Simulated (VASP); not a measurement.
## TiSe2: single point with PBE+D4

Crystal: TiSe2.

```
CELL_PARAMETERS angstrom
3.50450 0.00000 0.00000
-1.75225 3.03498 0.00000
0.00000 0.00000 5.92125
ATOMIC_POSITIONS crystal
Ti 0.00000 0.00000 0.00000
Se 0.33333 0.66667 0.26105
Se 0.66667 0.33333 0.73895
```

```json
{
  "Program": "VASP 6.6.1",
  "Task": "single point",
  "Functional": "PBE",
  "Dispersion": "D4",
  "Potentials or basis": "VASP PAW PBE potentials, release 64 (Ti_sv, Se)",
  "Cutoff": "500 eV",
  "k mesh": "12 × 12 × 4",
  "Occupations": "fermi-dirac, width 0.02 eV",
  "Spin": "no spin polarisation",
  "Dipole correction": "no",
  "Further INCAR settings": "ALGO = Normal; EDIFF = 1e-06; NBANDS = 19"
}
```

The pressure is 0.1 GPa. The largest force is 0.019 eV/Å. The band gap on the k mesh is zero (band 12 reaches 5.63 eV, above the bottom of band 13 at 4.92 eV) and the dispersion energy per atom is -0.353 eV.

Forces on the atoms (eV/Å):
```
Ti   0.000  0.000  0.000
Se   0.000  0.000  0.019
Se   0.000  0.000 -0.019
```

Levels at points of the mesh, in eV from the Fermi level:
```tsv
k point	band 10	band 11	band 12	band 13	band 14	band 15
(0.00, 0.00, 0.00)	0.28	0.49	0.49	0.55	0.55	0.61
(0.50, 0.00, 0.00)	-2.83	-2.26	-1.40	0.07	1.42	1.83
(0.00, 0.00, 0.50)	-2.20	0.28	0.28	0.47	0.47	1.25
(0.50, 0.00, 0.50)	-2.52	-1.17	-0.91	-0.22	1.42	1.80
```

Wall time 48 s on 1 thread of AMD EPYC 9R45 96-Core Processor (Zen 5), on a shared host, peak memory 0.2 GiB.

Caveat: pairwise dispersion overbinds metals, which lowers pressure and volume.
